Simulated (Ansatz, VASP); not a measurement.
**One calculation of MgO, two programs**

```
Mg O
1.0
     2.61181    0.00000    0.00000
     0.00000    2.62335    0.00000
     0.00000    0.00000    2.62335
Mg O
1 1
Direct
  0.00000 0.00000 0.00000
  0.50000 0.50000 0.50000
```

Change from the starting cell: uniaxial_x strain -0.4%.

Alike in both runs: task single point; functional HSE06; k mesh 6 × 6 × 6; no spin polarisation.

|  | VASP | Ansatz |
| --- | --- | --- |
| version | VASP 6.6.1 | Ansatz 0.2.0 |
| potentials or method | VASP PAW PBE potentials, release 64 (Mg, O) | plane waves, PAW |
| plane-wave cutoff (eV) | 520 | 420 |
| occupations | gaussian, width 0.01 eV | fixed |
| valence electrons in the cell | 8 | 16 |

VASP gave:

| Quantity | Value |
| --- | --- |
| gap on the k mesh at the Fermi level (eV) | 4.15 |
| pressure (GPa) | -0.5 |
| traceless stress, the component that is largest in VASP (GPa) | 2.06 |

Problem. Estimate Ansatz's values.

Solution. gap on the k mesh at the Fermi level (eV): 4.21; pressure (GPa): -0.1; traceless stress, the component that is largest in VASP (GPa): 2.05.

VASP's potentials hold 8 valence electrons a cell and Ansatz's 16, so a difference there can come from the potentials and not from the codes. Ansatz's warnings: stress exchange threshold loose, stress scf threshold loose.
